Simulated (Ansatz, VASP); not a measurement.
# In in VASP and in Ansatz

POSCAR

```
In
1.0
   -1.6035014962      1.6035014962      2.4402675233
    1.6035014962     -1.6035014962      2.4402675233
    1.6035014962      1.6035014962     -2.4402675233
In
1
Direct
    0.0000000000      0.0000000000      0.0000000000
```

Contents of INCAR.step1:

```
SYSTEM = In
PREC = Accurate ; ENCUT = 520
EDIFF = 1E-5 ; ISMEAR = -1
SIGMA = 0.05 ; LREAL = .FALSE.
LASPH = .TRUE. ; NELM = 80
ALGO = Normal ; ISIF = 2
LWAVE = .TRUE. ; NBANDS = 12
GGA = PE
```

INCAR.step2

```
SYSTEM = In
PREC = Accurate ; ENCUT = 520
EDIFF = 1E-7 ; ISMEAR = -1
SIGMA = 0.05 ; LREAL = .FALSE.
LASPH = .TRUE. ; NELM = 80
ALGO = Normal ; ISIF = 2
LWAVE = .FALSE. ; LCHARG = .TRUE.
GGA = PE ; LHFCALC = .TRUE.
AEXX = 0.25 ; PRECFOCK = Normal
LELF = .TRUE. ; LVHAR = .TRUE.
NBANDS = 12 ; ISTART = 1
```

Contents of KPOINTS:

```
regular mesh
0
G
  6 6 6
  0 0 0
```

File input.yaml:

```yaml
crystal:
  lattice:
    - [-1.6035014962, 1.6035014962, 2.4402675233]
    - [1.6035014962, -1.6035014962, 2.4402675233]
    - [1.6035014962, 1.6035014962, -2.4402675233]
  atoms:
    - { symbol: In, position: [0.0, 0.0, 0.0] }
hamiltonian:
  xc: pbe0
  pseudopotentials: { kind: paw }
kpoints:
  mp_grid: { grid: [6, 6, 6] }
scf:
  occupations: { method: fermi_dirac, width: 0.05 }
output:
  forces: true
  stress: true
  eigenvalues: true
```

Alike in both runs: task single point; functional PBE0; k mesh 6 × 6 × 6; occupations fermi-dirac, width 0.05 eV; no spin polarisation.

|  | VASP | Ansatz |
| --- | --- | --- |
| version | VASP 6.6.1 | Ansatz 0.2.0 |
| potentials or method | VASP PAW PBE potentials, release 64 (In_d) | Ansatz PAW |
| plane-wave cutoff (eV) | 520 | 420 |
| valence electrons in the cell | 13 | 13 |

VASP gave:

| Quantity | Value |
| --- | --- |
| gap on the k mesh at the Fermi level (eV) | none |
| pressure (GPa) | 1.4 |
| traceless stress, the component that is largest in VASP (GPa) | -3.34 |

**Question.** Estimate Ansatz's values.

**Answer.** gap on the k mesh at the Fermi level (eV): none; pressure (GPa): 1.5; traceless stress, the component that is largest in VASP (GPa): -3.33.

A gap of «none» marks a metal or a gap that the smearing closes.

The k mesh is coarse, so the values compare programs but aren't converged.
